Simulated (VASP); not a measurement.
Set up this calculation in VASP 6.6.1, as the native input.

| Property | Result |
| --- | --- |
| Task | relaxation of cell and atoms |
| Functional | PBE |
| Potentials or basis | VASP PAW PBE potentials, release 64 (Al, B, P) |
| Cutoff | 600 eV |
| k mesh | 8 × 8 × 8 |
| Occupations | gaussian, width 0.1 eV |
| Spin | no spin polarisation |
| Dipole correction | no |
| Further INCAR settings | ALGO = Normal; EDIFF = 1e-06; IBRION = 2; EDIFFG = -0.04; NSW = 90; ISIF = 3 |

The structure of AlB2P3 lies in POSCAR:

```
AlB2P3
1.0
   -1.7513075000      1.7513075000      7.4301684400
    1.7513075000     -1.7513075000      7.4301684400
    1.7513075000      1.7513075000     -7.4301684400
Al B P
1 2 3
Direct
    0.5000000000      0.5000000000      0.0000000000
    0.8333333300      0.8333333300      0.0000000000
    0.1666666700      0.1666666700      0.0000000000
    0.4166666700      0.9166666700      0.5000000000
    0.0833333300      0.5833333300      0.5000000000
    0.7500000000      0.2500000000      0.5000000000
```

The input as run:

INCAR

```
  ALGO = Normal
  EDIFF = 1E-6
  EDIFFG = -0.04
  ENCUT = 600
  GGA = PE
  IBRION = 2
  ISIF = 3
  ISMEAR = 0
  LASPH = T
  LCHARG = F
  LREAL = F
  LWAVE = F
  NELM = 100
  NSW = 90
  PREC = Accurate
  SIGMA = 0.1
```

KPOINTS

```
k-points
0
Gamma
  8 8 8
```

Potentials or basis: VASP PAW PBE potentials, release 64 (Al, B, P).

Command:

```console
$ cat potpaw_PBE.64/Al/POTCAR potpaw_PBE.64/B/POTCAR potpaw_PBE.64/P/POTCAR > POTCAR
$ mpirun -np 1 vasp_std > vasp.out
```

Results of the run:

The relaxed volume is 14.47 Å³/atom. The relaxed cell is a = 7.905 Å, b = 7.905 Å, c = 7.905 Å, α = 155.20°, β = 155.20°, γ = 35.36°, the space group after relaxing (to 0.1 Å) is I-4m2 (No. 119) and the energy gained by relaxing is 266.3 meV/atom. The ionic steps are 10 and the pressure after relaxing is 0.0 GPa. The largest force after relaxing is 0.024 eV/Å and the band gap on the k mesh is 0.61 eV (least direct gap 0.73 eV).

Caveat: semilocal functionals underestimate gaps, and a narrow one can read as zero.

It took 46 min on 1 thread of Intel(R) Xeon(R) Platinum 8259CL CPU @ 2.50GHz (Skylake/Cascade Lake), on a shared host, peak memory 0.69 GiB.
